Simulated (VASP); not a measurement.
Ti2Co: single point with r2SCAN

Crystal: Ti2Co.

```xyz
6
Lattice="0.0000 3.5285 3.5285 3.5285 0.0000 3.5285 3.5285 3.5285 0.0000" Properties=species:S:1:pos:R:3 pbc="T T T"
Ti    4.4106    4.4106    4.4106
Ti    4.4106    2.6463    2.6463
Ti    2.6463    2.6463    4.4106
Ti    2.6463    4.4106    2.6463
Co    0.0000    0.0000    0.0000
Co    1.7642    1.7642    1.7642
```

```yaml
Program: VASP 6.6.1
Task: single point
Functional: r2SCAN
Potentials_or_basis: VASP PAW PBE potentials, release 64 (Ti_sv, Co)
Cutoff: 520 eV
k_mesh: 10 × 10 × 10
Occupations: gaussian, width 0.1 eV
Spin: collinear spin, ferromagnetic start
Starting_moments: "[0.41, 0.41, 0.41, 0.41, 1.94, 1.94] μB"
Dipole_correction: no
Further_INCAR_settings: ALGO = Normal; EDIFF = 1e-06; NBANDS = 46
```

```
Pressure                                              : 3.9 GPa
Net moment                                            : 4.70 μB per cell
Site moments                                          : Ti +0.41; Co +1.67 μB
Valence electrons inside the program's atomic spheres : Ti 10.54; Co 7.95
```

Levels at points of the mesh, in eV from the Fermi level:
Spin up:
| k point | band 33 | band 34 | band 35 | band 36 | band 37 | band 38 |
| --- | --- | --- | --- | --- | --- | --- |
| (0.00, 0.00, 0.00) | -1.04 | -1.04 | -0.77 | -0.77 | 3.26 | 3.50 |
| (0.50, 0.00, 0.00) | -0.34 | -0.34 | 0.17 | 0.17 | 0.45 | 0.79 |
| (0.50, 0.50, 0.00) | -0.38 | -0.38 | -0.31 | -0.31 | 0.99 | 0.99 |
Spin down:
| k point | band 28 | band 29 | band 30 | band 31 | band 32 | band 33 | band 34 | band 35 |
| --- | --- | --- | --- | --- | --- | --- | --- | --- |
| (0.00, 0.00, 0.00) | -0.66 | -0.43 | -0.43 | -0.43 | 0.61 | 0.61 | 0.86 | 0.86 |
| (0.50, 0.00, 0.00) | -0.77 | -0.22 | -0.22 | 0.05 | 0.21 | 0.21 | 0.35 | 0.80 |
| (0.50, 0.50, 0.00) | -1.13 | -0.85 | -0.85 | 0.27 | 0.27 | 0.72 | 0.72 | 1.34 |

It took 80 min on 1 thread of Intel Xeon 8259CL (shared host), peak memory 0.51 GiB.

Caveat: the cell stands under pressure; the PAW data sets were made with another functional, which shifts forces and pressure a little.
